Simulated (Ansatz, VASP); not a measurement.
Given: the input of a run of VASP 6.6.1 on FeNi2.

File INCAR:

```
PREC = Accurate
ENCUT = 520
EDIFF = 1E-6
ISMEAR = -1
SIGMA = 0.05
LREAL = False
LASPH = True
NELM = 150
ALGO = Normal
ISIF = 2
LWAVE = False
LCHARG = False
ISPIN = 2
MAGMOM = 1 1 1 1 3 3
LORBIT = 11
LMAXMIX = 4
GGA = PE
NBANDS = 41
```

KPOINTS

```
regular mesh
0
Gamma
  7 7 7
```

POSCAR

```
FeNi2
1.0
    0.0000000000      3.3393125428      3.3393125428
    3.3393125428      0.0000000000      3.3393125428
    3.3393125428      3.3393125428      0.0000000000
Ni Fe
4 2
Direct
    0.6250000000      0.6250000000      0.6250000000
    0.1250000000      0.6250000000      0.6250000000
    0.6250000000      0.1250000000      0.6250000000
    0.6250000000      0.6250000000      0.1250000000
    0.0000000000      0.0000000000      0.0000000000
    0.2500000000      0.2500000000      0.2500000000
```

Potentials or basis: VASP PAW PBE potentials, release 64 (Ni, Fe).

Launch:

```bash
$ cat potpaw_PBE.64/Ni/POTCAR potpaw_PBE.64/Fe/POTCAR > POTCAR
$ mpirun -np 1 vasp_std > vasp.out
```

Task: Translate it to Ansatz 0.2.0. Potentials there: Ansatz PAW.

Result: As run (the cutoff follows the program's own potentials):

input.yaml

```yaml
crystal:
  lattice:
    - [0.0, 3.3393125428, 3.3393125428]
    - [3.3393125428, 0.0, 3.3393125428]
    - [3.3393125428, 3.3393125428, 0.0]
  atoms:
    - { symbol: Ni, position: [0.625, 0.625, 0.625], spin: 1.0 }
    - { symbol: Ni, position: [0.125, 0.625, 0.625], spin: 1.0 }
    - { symbol: Ni, position: [0.625, 0.125, 0.625], spin: 1.0 }
    - { symbol: Ni, position: [0.625, 0.625, 0.125], spin: 1.0 }
    - { symbol: Fe, position: [0.0, 0.0, 0.0], spin: 3.0 }
    - { symbol: Fe, position: [0.25, 0.25, 0.25], spin: 3.0 }
hamiltonian:
  xc: pbe
  pseudopotentials: { kind: paw }
magnetization:
  spin_polarized: true
kpoints:
  mp_grid: { grid: [7, 7, 7] }
scf:
  occupations: { method: fermi_dirac, width: 0.05 }
output:
  forces: true
  stress: true
  eigenvalues: true
```

Potentials or basis: Ansatz PAW.

The run is started by

```sh
$ ansatz run input.yaml --threads 2 --pin off --max-ram 5120MiB --backend cpu --events-out ev --progress --plain --runs-dir out
```

Both were run:

|  | VASP | Ansatz | Ansatz less VASP |
| --- | --- | --- | --- |
| gap on the k mesh at the Fermi level (eV) | none | none | - |
| pressure (GPa) | -9.0 | -9.0 | +0.03 |
| net moment per atom (μB) | 1.34 | 1.35 | +0.010 |
| size of the moment on the site where the two differ most (μB) | 0.54 | 0.60 | +0.066 |

Site moments also hang on the region over which each program counts them. A gap of «none» marks a metal or a gap that the smearing closes. VASP's potentials hold 56 valence electrons a cell and Ansatz's 104, so a difference there can come from the potentials and not from the codes.
